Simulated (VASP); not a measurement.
Wanted: the native input for a VASP 6.6.1 run.

```yaml
Task: single point
Functional: PBEsol
Potentials_or_basis: VASP PAW PBE potentials, release 64 (P, Mo_sv)
Cutoff: 520 eV
k_mesh: 12 × 12 × 1
Occupations: gaussian, width 0.1 eV
Spin: no spin polarisation
Dipole_correction: yes
Further_INCAR_settings: ALGO = Normal; EDIFF = 1e-06; NBANDS = 38
```

The structure of MoP lies in POSCAR:

```
MoP
1.0
    3.2062346808      0.0000000000      0.0000000000
   -1.6031173404      2.7766806841      0.0000000000
    0.0000000000      0.0000000000     33.5905553092
P Mo
3 3
Direct
    0.3333333333      0.6666666667      0.2253588601
    0.3333333333      0.6666666667      0.3213300990
    0.3333333333      0.6666666667      0.4176468175
    0.0000000000      0.0000000000      0.2726088035
    0.0000000000      0.0000000000      0.3679618403
    0.0000000000      0.0000000000      0.4600611546
```

The input as run:

INCAR

```
SYSTEM = MoP
PREC = Accurate ; ENCUT = 520
EDIFF = 1E-6 ; ISMEAR = 0
SIGMA = 0.1 ; LREAL = .False.
LASPH = .True. ; NELM = 60
ALGO = Normal ; ISIF = 2
LWAVE = .False. ; LCHARG = .False.
LDIPOL = .True. ; IDIPOL = 3
DIPOL = 0.5 0.5 0.344 ; GGA = PS
NBANDS = 38
```

KPOINTS

```
regular mesh
0
Gamma
  12 12 1
  0 0 0
```

Potentials or basis: VASP PAW PBE potentials, release 64 (P, Mo_sv).

Command:

```sh
$ cat potpaw_PBE.64/P/POTCAR potpaw_PBE.64/Mo_sv/POTCAR > POTCAR
$ mpirun -np 1 vasp_std > vasp.out
```

Results of the run:

The largest force is 0.423 eV/Å.

Caveat: the PAW data sets were made with another functional, which shifts forces and pressure a little.

It took 7.1 min on 1 thread of Intel(R) Xeon(R) Platinum 8375C CPU @ 2.90GHz (Ice Lake) (shared host), peak memory 0.45 GiB.
